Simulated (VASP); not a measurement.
CuAu3, 4 atoms in the cell. Symmetry: Pm-3m, No. 221, cubic system. The conventional cell has a = 4.011 Å, b = 4.011 Å, c = 4.011 Å, α = 90.00°, β = 90.00°, γ = 90.00°. Within 3.7 Å of Cu (site symmetry m-3m) lie 12 Au at 2.84 Å. Within 3.7 Å of Au (site symmetry 4/mmm) lie 4 Cu at 2.84 Å and 8 Au at 2.84 Å. 

| Property | Result |
| --- | --- |
| Program | VASP 6.6.1 |
| Task | single point |
| Functional | r2SCAN |
| Potentials or basis | VASP PAW PBE potentials, release 64 (Cu, Au) |
| Cutoff | 520 eV |
| k mesh | 10 × 10 × 10 |
| Occupations | gaussian, width 0.1 eV |
| Spin | no spin polarisation |
| Dipole correction | no |
| Further INCAR settings | ALGO = Normal; EDIFF = 1e-06; NBANDS = 30 |

Potentials or basis: VASP PAW PBE potentials, release 64 (Cu, Au).

Launch:

```bash
$ cat potpaw_PBE.64/Cu/POTCAR potpaw_PBE.64/Au/POTCAR > POTCAR
$ cp INCAR.step1 INCAR
$ mpirun -np 1 vasp_std > vasp.out
$ cp INCAR.step2 INCAR
$ mpirun -np 1 vasp_std > vasp.out
```

Hardware: 1 thread of Intel Xeon 8259CL (shared host).

**Question.** Estimate the wall time of this run.

**Answer.** Run time: 6.5 min on 1 thread of Intel Xeon 8259CL, with other jobs on the host, peak memory 0.24 GiB. Counts: k points 56.
